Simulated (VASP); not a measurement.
Crystal: RbH2.

```
Rb H
1.0
     2.47696   -2.49014    0.00000
     2.47696    2.49014    0.00000
     0.00000    0.00000    5.30004
Rb H
2 4
Cartesian
  1.2385 1.2451 0.0000
  1.2385 -1.2451 2.6500
  3.8865 0.0000 3.9750
  1.0674 0.0000 3.9750
  1.0674 0.0000 1.3250
  3.8865 0.0000 1.3250
```

The cell was built from a structure type or drawn by symmetry, and may not be a known phase.

- Program: VASP 6.6.1
- Task: relaxation of cell and atoms
- Functional: PBE
- Potentials or basis: VASP PAW PBE potentials, release 64 (Rb_sv, H)
- Cutoff: 600 eV
- k mesh: 6 × 6 × 4
- Occupations: gaussian, width 0.1 eV
- Spin: no spin polarisation

At the start: pressure 45.1 GPa; volume 10.90 Å³/atom.

Question: Where does the relaxation end?

Answer: Over 65 steps the energy falls by 1837.3 meV/atom and the volume is 27.37 Å³/atom (+151.2 %); space group Cccm (No. 66, to 0.1 Å) before and after.

Step by step:
```
step  energy change (eV)  largest force (eV/Å)  pressure (GPa)  volume (Å³)
   1              0.0000                0.4560           45.10        65.38
   3             -7.6857                0.4764            2.61       118.10
   5             -8.1701                0.3763           -1.78       152.44
   7             -8.4447                0.4188           -1.74       144.14
   9             -9.0487                0.2942            3.56        95.71
  11             -9.6596                0.4234           -1.46       109.02
  13             -9.8454                0.3845            0.65        99.86
  15             -9.9969                0.0481            3.06        98.23
  17            -10.0957                0.4007            3.48       103.01
  19             -9.4579                8.9918            5.23       144.45
  21            -10.2110                2.8769            4.41       123.98
  23            -10.3035                2.8331            3.92       128.59
  25            -10.5390                3.0914            2.42       150.22
  27            -10.8206                1.6609            0.20       195.53
  29            -10.8830                0.2231           -0.53       205.47
  31            -10.8874                0.2830           -0.48       203.58
  33            -10.9170                0.2953           -0.24       191.26
  35            -10.9252                0.4032           -0.18       174.41
  37            -10.9329                0.0399            0.01       174.98
  39            -10.9487                0.0179            0.05       174.76
  41            -10.9843                0.1887            0.27       172.39
  43            -10.4816                3.0779            3.68       139.10
  45            -10.9292                1.5666            1.13       164.61
  47            -10.9312                1.5511            1.12       164.61
  49            -10.9388                1.4907            1.08       164.60
  51            -10.9650                1.2637            0.95       164.27
  53            -10.9547                0.5622            0.87       158.53
  55            -10.9834                0.7804            0.83       160.87
  57            -11.0040                0.5742            0.67       161.32
  59            -11.0143                0.2426            0.50       161.39
  61            -11.0160                0.1418            0.45       161.53
  63            -11.0202                0.1269            0.24       162.33
  65            -11.0240                0.0379            0.19       164.22
```

Final structure:
```xyz
6
Lattice="3.7557 -4.1614 0.0000 3.7557 4.1614 0.0000 0.0000 0.0000 5.2538" Properties=species:S:1:pos:R:3 pbc="T T T"
Rb    1.8778    2.0807    0.0000
Rb    1.8778   -2.0807    2.6269
H     7.1198    0.0000    3.9404
H     0.3916    0.0000    3.9404
H     0.3916    0.0000    1.3135
H     7.1198    0.0000    1.3135
```

Caveat: the volume moved by over 15 % at a fixed basis, so the end points are rough.
